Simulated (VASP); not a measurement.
Sc, 1 atom in the cell. The structure is cubic, space group Pm-3m (No. 221). The conventional cell has a = 2.189 Å, b = 2.189 Å, c = 2.189 Å, α = 90.00°, β = 90.00°, γ = 90.00°. Within 2.9 Å of Sc (site symmetry m-3m) lie 6 Sc at 2.19 Å. This isn't the form of Sc at room conditions, which is hcp.

* Program: VASP 6.6.1
* Task: single point
* Functional: PBE
* Potentials or basis: VASP PAW PBE potentials, release 64 (Sc_sv)
* Cutoff: 520 eV
* k mesh: 13 × 13 × 13
* Occupations: fermi-dirac, width 0.08 eV
* Spin: no spin polarisation
* Dipole correction: no
* Further INCAR settings: ALGO = Normal; EDIFF = 1e-06; NBANDS = 12

Potentials or basis: VASP PAW PBE potentials, release 64 (Sc_sv).

Command:

```bash
$ cat potpaw_PBE.64/Sc_sv/POTCAR > POTCAR
$ mpirun -np 1 vasp_std > vasp.out
```

Hardware: 1 thread of Intel Xeon 8259CL, on a shared host.

Problem. Estimate the wall time of this run.

Solution. Run time: 11 s on 1 thread of Intel Xeon 8259CL, with other jobs on the host, peak memory 0.12 GiB. Counts: scf iterations 11, k points 84.
